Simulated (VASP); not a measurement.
# Rb (Im-3m) in VASP: further runs

Runs on Rb. Level: PBE. Tasks: relaxation of cell and atoms, single point.

Program: VASP 6.6.1. These are calculated values, not measurements. Logs are shortened: lines on timing, memory, paths and dates and some standing lists are left out, and cuts for length are marked.

## (1) The cell of the first run

It takes space group Im-3m (No. 229, cubic). Conventional cell: a = 4.509 Å, b = 4.509 Å, c = 4.509 Å, α = 90.00°, β = 90.00°, γ = 90.00°. Rb (site symmetry m-3m) has 14 Rb at 3.91 to 4.51 Å within 5.1 Å.

## (2) Relaxation of cell and atoms, PBE, target pressure 10 GPa, at which the enthalpy is minimised

INCAR reads:

```
SYSTEM = Rb
PREC = Accurate
ENCUT = 600
EDIFF = 1E-6
ISMEAR = 0
SIGMA = 0.1
LREAL = .False.
LASPH = .True.
NELM = 100
ALGO = Normal
ISIF = 3
LWAVE = .False.
LCHARG = .False.
GGA = PE
IBRION = 2
NSW = 70
EDIFFG = -0.008
PSTRESS = 100.0
```

KPOINTS reads:

```
regular mesh
0
Gamma
  14 14 14
  0 0 0
```

POSCAR reads:

```
Rb
1.0
   -2.2546168918      2.2546168918      2.2546168918
    2.2546168918     -2.2546168918      2.2546168918
    2.2546168918      2.2546168918     -2.2546168918
Rb
1
Direct
    0.0000000000      0.0000000000      0.0000000000
```

Potentials or basis: VASP PAW PBE potentials, release 64 (Rb_sv).

On the command line:

```
cat potpaw_PBE.64/Rb_sv/POTCAR > POTCAR
mpirun -np 1 vasp_std > vasp.out
```

OUTCAR:

```text
SYSTEM = Rb
   PREC = Accurate
   ENCUT = 600
   EDIFF = 1E-6
   ISMEAR = 0
   LREAL = .False.
   LASPH = .True.
   NELM = 100
   ISIF = 3
   GGA = PE
   IBRION = 2
   NSW = 70
   EDIFFG = -0.008
   PSTRESS = 100.0

 ion  position               nearest neighbor table
   1  0.000  0.000  0.000-

  LATTYP: Found a body centered cubic cell.
 ALAT       =     4.5092337836

  Lattice vectors:

 A1 = (  -2.2546168918,   2.2546168918,   2.2546168918)
 A2 = (   2.2546168918,  -2.2546168918,   2.2546168918)
 A3 = (   2.2546168918,   2.2546168918,  -2.2546168918)

Analysis of symmetry for initial positions (statically):
=====================================================================
 Subroutine PRICEL returns:
 Original cell was already a primitive cell.

 Routine SETGRP: Setting up the symmetry group for a
 body centered cubic supercell.

 Subroutine GETGRP returns: Found 48 space group operations
 (whereof 48 operations were pure point group operations)
 out of a pool of 48 trial point group operations.

The static configuration has the point symmetry O_h .

Analysis of symmetry for dynamics (positions and initial velocities):
=====================================================================
 Subroutine PRICEL returns:
 Original cell was already a primitive cell.

 Routine SETGRP: Setting up the symmetry group for a
 body centered cubic supercell.

 Subroutine GETGRP returns: Found 48 space group operations
 (whereof 48 operations were pure point group operations)
 out of a pool of 48 trial point group operations.

The dynamic configuration has the point symmetry O_h .

 Subroutine INISYM returns: Found 48 space group operations
 (whereof 48 operations are pure point group operations),
 and found     1 'primitive' translations

----------------------------------------------------------------------------------------

                                     Primitive cell

  volume of cell :      45.8436

  direct lattice vectors                    reciprocal lattice vectors
    -2.254616892  2.254616892  2.254616892     0.000000000  0.221767167  0.221767167
     2.254616892 -2.254616892  2.254616892     0.221767167  0.000000000  0.221767167
     2.254616892  2.254616892 -2.254616892     0.221767167  0.221767167  0.000000000

  length of vectors
     3.905111008  3.905111008  3.905111008     0.313626135  0.313626135  0.313626135

  position of ions in fractional coordinates (direct lattice)
[... 90 lines left out ...]
   EMIN   =  10.00;   EMAX   =-10.00  energy-range for DOS
   EFERMI =   0.00;   METHOD = LEGACY
   ISMEAR =     0;   SIGMA  =   0.10  broadening in eV -4-tet -1-fermi 0-gaus
   EFERMI_NEDOS =   21; number of points for ismear=-14 and -15
   IALGO  =     38    algorithm
   IMIX   =      4    mixing-type and parameters
     AMIX     =   0.40;   BMIX     =  1.00
     AMIX_MAG =   1.60;   BMIX_MAG =  1.00
  volume/ion in A,a.u.               =      45.84       309.37
  Fermi-wavevector in a.u.,A,eV,Ry     =   0.951473  1.798022 12.317354  0.905300
  Thomas-Fermi vector in A             =   2.079946
   LORBIT       =      0    0 simple, 1 ext, 2 COOP (PROOUT), +10 PAW based schemes
   GGA     = PE    functional components
   LHFCALC =     F    Hartree Fock is set to
   AEXX    =    0.0000 exact exchange contribution
   IVDW    =     0    specifies the selected vdW correction
   LEPSILON=     F    determine dielectric tensor
   LRPA    =     F    only Hartree local field effects (RPA)
 conjugate gradient relaxation of ions
 non-spin polarized calculation
 Gauss-broadening in eV      SIGMA  =   0.10
  energy-cutoff  :      600.00
  volume of cell :       45.84
 maximum number of plane-waves:      1566
   NGX = 15   NGY = 15   NGZ = 15

--------------------------------------- Ionic step        1  -------------------------------------------

 number of electron       9.0000000 magnetization

 Free energy of the ion-electron system (eV)
  ---------------------------------------------------
  ext. energy  EPLUGINS =         0.00000000
  ---------------------------------------------------
  free energy    TOTEN  =        -0.39108700 eV

  energy without entropy =       -0.38471247  energy(sigma->0) =       -0.38789974

------------------------ aborting loop because EDIFF is reached ----------------------------------------

  FORCE on cell =-STRESS in cart. coord.  units (eV):
  Direction    XX          YY          ZZ          XY          YZ          ZX
  --------------------------------------------------------------------------------------
  -------------------------------------------------------------------------------------
  Total        1.8433652      1.8433652      1.8433652      0.0000000      0.0000000     -0.0000000
  in kB       64.4234081     64.4234081     64.4234081      0.0000000      0.0000000     -0.0000000
  external PRESSURE =     -35.5765919 kB  Pullay stress =     100.0000000 kB
[... 61 lines left out ...]
--------------------------------------- Ionic step        3  -------------------------------------------

 number of electron       9.0000000 magnetization

 Free energy of the ion-electron system (eV)
  ---------------------------------------------------
  ext. energy  EPLUGINS =         0.00000000
  ---------------------------------------------------
  free energy    TOTEN  =        -0.05660041 eV

  energy without entropy =       -0.05218904  energy(sigma->0) =       -0.05439472

 E-fermi :   3.0130     XC(G=0):  -8.0054

 val. band max:        3.0081700647   @ k =   0.4286   0.1429   0.0000
 cond. band min:       3.0235768550   @ k =   0.5000   0.5000   0.4286
 fundamental gap:      0.0154067903
 Fermi energy:         3.0129530605

 k-point     1 :       0.0000    0.0000    0.0000
  band No.  band energies     occupation
      1     -26.1369      2.00000
      2      -9.6845      2.00000
      3      -9.6845      2.00000
      4      -9.6845      2.00000
      5      -0.0511      2.00000
      6       7.1763      0.00000
      7       7.1763      0.00000
      8       7.1763      0.00000
[... 243 lines left out ...]
 k-point    24 :       0.3571    0.2857    0.0000
  band No.  band energies     occupation
      1     -25.9634      2.00000
      2     -10.5955      2.00000
      3     -10.4109      2.00000
      4      -9.8314      2.00000
      5       3.9851      0.00000
      6       4.6924      0.00000
      7       4.7569      0.00000
      8       9.3041      0.00000

 [... further k-points ...]

------------------------ aborting loop because EDIFF is reached ----------------------------------------

  FORCE on cell =-STRESS in cart. coord.  units (eV):
  Direction    XX          YY          ZZ          XY          YZ          ZX
  --------------------------------------------------------------------------------------
  -------------------------------------------------------------------------------------
  Total        2.4516214      2.4516214      2.4516214     -0.0000000     -0.0000000      0.0000000
  in kB      100.1344016    100.1344016    100.1344016     -0.0000000     -0.0000000      0.0000000
  external PRESSURE =       0.1344016 kB  Pullay stress =     100.0000000 kB
[... 20 lines left out ...]
  energy  without entropy=       -0.0521890354  energy(sigma->0) =       -0.05439472

  enthalpy is  TOTEN    =         2.3917303789 eV   P V=        2.4483307929

 reached required accuracy - stopping structural energy minimisation
```

Run time: 44 s. Hardware: 1 thread of AMD EPYC 9R45 (Zen 5), shared host; peak memory 0.18 GiB.

What came out:

| Quantity | Value |
| --- | --- |
| Free energy | -0.0566 eV |
| Relaxed volume | 39.23 Å³/atom |
| Relaxed cell | a = 3.707 Å, b = 3.707 Å, c = 3.707 Å, α = 109.47°, β = 109.47°, γ = 109.47° |
| Space group after relaxing (to 0.05 Å) | Im-3m (No. 229) |
| Energy change on relaxing (the enthalpy is what falls) | +334.5 meV/atom |
| Ionic steps | 3 |
| Pressure after relaxing | 10.0 GPa |

Step by step:
| step | energy change (eV) | largest force (eV/Å) | pressure (GPa) | volume (Å³) |
| --- | --- | --- | --- | --- |
| 1 | 0.0000 | 0.0000 | 6.44 | 45.84 |
| 2 | 0.3227 | 0.0000 | 9.87 | 39.42 |
| 3 | 0.3345 | 0.0000 | 10.01 | 39.23 |

Final structure:
```cif
data_structure
_symmetry_space_group_name_H-M 'P 1'
_symmetry_Int_Tables_number 1
_cell_length_a 3.7074
_cell_length_b 3.7074
_cell_length_c 3.7074
_cell_angle_alpha 109.471
_cell_angle_beta 109.471
_cell_angle_gamma 109.471
_cell_volume 39.23
loop_
_atom_site_label
_atom_site_type_symbol
_atom_site_fract_x
_atom_site_fract_y
_atom_site_fract_z
_atom_site_occupancy
Rb1 Rb 0.00000 0.00000 0.00000 1
```

Levels at points of the mesh, in eV from the Fermi level:
```tsv
k point	band 2	band 3	band 4	band 5	band 6	band 7	band 8
(0.00, 0.00, 0.00)	-12.70	-12.70	-12.70	-3.06	4.16	4.16	4.16
(0.50, 0.00, 0.00)	-13.89	-13.04	-12.72	-0.44	2.19	2.48	6.17
(0.50, 0.50, 0.50)	-13.46	-13.46	-13.46	-0.09	-0.09	6.71	6.71
```

Caveat: the cell is relaxed towards a set pressure, so the enthalpy falls and the energy may rise.

## (3) Single point, PBE (strained)

INCAR reads:

```
SYSTEM = Rb
ALGO = Normal
EDIFF = 1E-7
ENCUT = 520
GGA = PE
ISIF = 2
ISMEAR = 0
LASPH = .True.
LCHARG = .False.
LREAL = .False.
LWAVE = .False.
NBANDS = 10
NELM = 80
PREC = Accurate
SIGMA = 0.1
```

KPOINTS reads:

```
k-points
0
Gamma
  10 10 10
  0 0 0
```

POSCAR reads:

```
Rb
1.0
   -2.7023744200      2.7023744200      2.7023744200
    2.7023744200     -2.7023744200      2.7023744200
    2.7023744200      2.7023744200     -2.7023744200
Rb
1
Direct
    0.0000000000      0.0000000000      0.0000000000
```

Potentials or basis: VASP PAW PBE potentials, release 64 (Rb_sv).

On the command line:

```
cat potpaw_PBE.64/Rb_sv/POTCAR > POTCAR
mpirun -np 1 vasp_std > vasp.out
```

OUTCAR:

```text
SYSTEM = Rb
   EDIFF = 1E-7
   ENCUT = 520
   GGA = PE
   ISIF = 2
   ISMEAR = 0
   LASPH = .True.
   LREAL = .False.
   NELM = 80
   PREC = Accurate

 ion  position               nearest neighbor table
   1  0.000  0.000  0.000-

  LATTYP: Found a body centered cubic cell.
 ALAT       =     5.4047488400

  Lattice vectors:

 A1 = (  -2.7023744200,   2.7023744200,   2.7023744200)
 A2 = (   2.7023744200,  -2.7023744200,   2.7023744200)
 A3 = (   2.7023744200,   2.7023744200,  -2.7023744200)

Analysis of symmetry for initial positions (statically):
=====================================================================
 Subroutine PRICEL returns:
 Original cell was already a primitive cell.

 Routine SETGRP: Setting up the symmetry group for a
 body centered cubic supercell.

 Subroutine GETGRP returns: Found 48 space group operations
 (whereof 48 operations were pure point group operations)
 out of a pool of 48 trial point group operations.

The static configuration has the point symmetry O_h .

Analysis of symmetry for dynamics (positions and initial velocities):
[... 162 lines left out ...]
 Fermi energy:         0.3658622083

 k-point     1 :       0.0000    0.0000    0.0000
  band No.  band energies     occupation
      1     -28.4841      2.00000
      2     -12.5076      2.00000
      3     -12.5076      2.00000
      4     -12.5076      2.00000
      5      -1.8098      2.00000
      6       4.1627      0.00000
      7       4.1627      0.00000
      8       4.1627      0.00000
      9       5.1999      0.00000
     10       5.1999      0.00000
[... 287 lines left out ...]
 k-point    24 :      -0.3000    0.3000    0.1000
  band No.  band energies     occupation
      1     -28.4780      2.00000
      2     -12.6084      2.00000
      3     -12.5462      2.00000
      4     -12.5194      2.00000
      5      -0.5719      2.00000
      6       2.5266      0.00000
      7       3.3321      0.00000
      8       4.2975      0.00000
      9       5.2652      0.00000
     10       5.7073      0.00000

 [... further k-points ...]

------------------------ aborting loop because EDIFF is reached ----------------------------------------

  FORCE on cell =-STRESS in cart. coord.  units (eV):
  Direction    XX          YY          ZZ          XY          YZ          ZX
  --------------------------------------------------------------------------------------
  -------------------------------------------------------------------------------------
  Total        0.2616689      0.2616689      0.2616689     -0.0000000     -0.0000000      0.0000000
  in kB        5.3108766      5.3108766      5.3108766     -0.0000000     -0.0000000      0.0000000
  external PRESSURE =       5.3108766 kB  Pullay stress =       0.0000000 kB

 VOLUME and BASIS-vectors are now :
 -----------------------------------------------------------------------------
  energy-cutoff  :      520.00
  volume of cell :       78.94
      direct lattice vectors                 reciprocal lattice vectors
    -2.702374420  2.702374420  2.702374420     0.000000000  0.185022474  0.185022474
     2.702374420 -2.702374420  2.702374420     0.185022474  0.000000000  0.185022474
     2.702374420  2.702374420 -2.702374420     0.185022474  0.185022474  0.000000000

 POSITION                                       TOTAL-FORCE (eV/Angst)
 -----------------------------------------------------------------------------------
      0.00000      0.00000      0.00000        -0.000000     -0.000000     -0.000000
 -----------------------------------------------------------------------------------
    total drift:                               -0.000000     -0.000000      0.000000

  FREE ENERGIE OF THE ION-ELECTRON SYSTEM (eV)
  ---------------------------------------------------
  free  energy   TOTEN  =        -0.9175747120 eV

  energy  without entropy=       -0.9111665648  energy(sigma->0) =       -0.91437064
```

It took 68 s on 1 thread of AMD EPYC 7R13, shared host; peak memory 0.18 GiB.

What came out:

| Item | Value |
| --- | --- |
| Free energy | -0.9176 eV |
| Pressure | 0.5 GPa |

Levels at points of the mesh, in eV from the Fermi level:
| k point | band 3 | band 4 | band 5 | band 6 | band 7 | band 8 |
| --- | --- | --- | --- | --- | --- | --- |
| (0.00, 0.00, 0.00) | -12.87 | -12.87 | -2.18 | 3.80 | 3.80 | 3.80 |
| (0.50, 0.00, 0.00) | -12.92 | -12.87 | 0.19 | 0.89 | 2.59 | 4.55 |
| (0.50, 0.50, 0.50) | -12.98 | -12.98 | 1.14 | 1.14 | 3.64 | 3.64 |

Caveat: the cell differs from its parent crystal (strained).

## (4) Single point, PBE (strained)

INCAR reads:

```
PREC     = Accurate       # precision mode
ENCUT    = 520            # plane-wave cutoff, eV
EDIFF    = 1E-7           # SCF threshold, eV
ISMEAR   = 0              # smearing method
SIGMA    = 0.1            # smearing width, eV
LREAL    = False          # projectors in reciprocal space
LASPH    = True           # aspherical terms in the spheres
NELM     = 80             # most SCF steps
ALGO     = Normal         # electronic algorithm
ISIF     = 2              # what is computed and relaxed
LWAVE    = False          # write WAVECAR
LCHARG   = False          # write CHGCAR
GGA      = PE             # functional
NBANDS   = 10             # bands
```

KPOINTS reads:

```
Automatic mesh
0
Gamma
  10 10 10
```

POSCAR reads:

```
Rb
1.0
   -2.7504692600      2.7504692600      2.7504692600
    2.7504692600     -2.7504692600      2.7504692600
    2.7504692600      2.7504692600     -2.7504692600
Rb
1
Direct
    0.0000000000      0.0000000000      0.0000000000
```

On the command line:

```
cat potpaw_PBE.64/Rb_sv/POTCAR > POTCAR
mpirun -np 1 vasp_std > vasp.out
```

It took 70 s on 1 thread of AMD EPYC 7R13, shared host; peak memory 0.18 GiB.

The run converged. Its results:

- Free energy: -0.9287 eV
- Pressure: 0.3 GPa

Levels at points of the mesh, in eV from the Fermi level:
```tsv
k point	band 2	band 3	band 4	band 5	band 6	band 7	band 8	band 9
(0.00, 0.00, 0.00)	-12.90	-12.90	-12.90	-2.10	3.75	3.75	3.75	4.75
(0.50, 0.00, 0.00)	-13.03	-12.94	-12.90	0.21	0.84	2.59	4.44	5.40
(0.50, 0.50, 0.50)	-12.99	-12.99	-12.99	1.19	1.19	3.49	3.49	3.49
```

Caveat: the cell differs from its parent crystal (strained).

## (5) Summary

| task | cell | k mesh | cutoff (eV) | gap on the mesh (eV) | pressure (GPa) |
| --- | --- | --- | --- | --- | --- |
| relaxation of cell and atoms | relaxed to 10 GPa from a = 3.905 Å, angles 109.5°, 1 atom | 14 × 14 × 14 | 600 | none | 10.0 |
| single point | a = 4.681 Å, angles 109.5°, 1 atom | 10 × 10 × 10 | 520 | none | 0.5 |
| single point | a = 4.764 Å, angles 109.5°, 1 atom | 10 × 10 × 10 | 520 | none | 0.3 |

Alike in all rows: level PBE; potentials or basis VASP PAW PBE potentials, release 64 (Rb_sv); no spin polarisation; smearing gaussian 0.1 eV.

Caveats: the cell is relaxed towards a set pressure, so the enthalpy falls and the energy may rise (some runs).

Absolute energies hang on the potentials; compare differences alone.
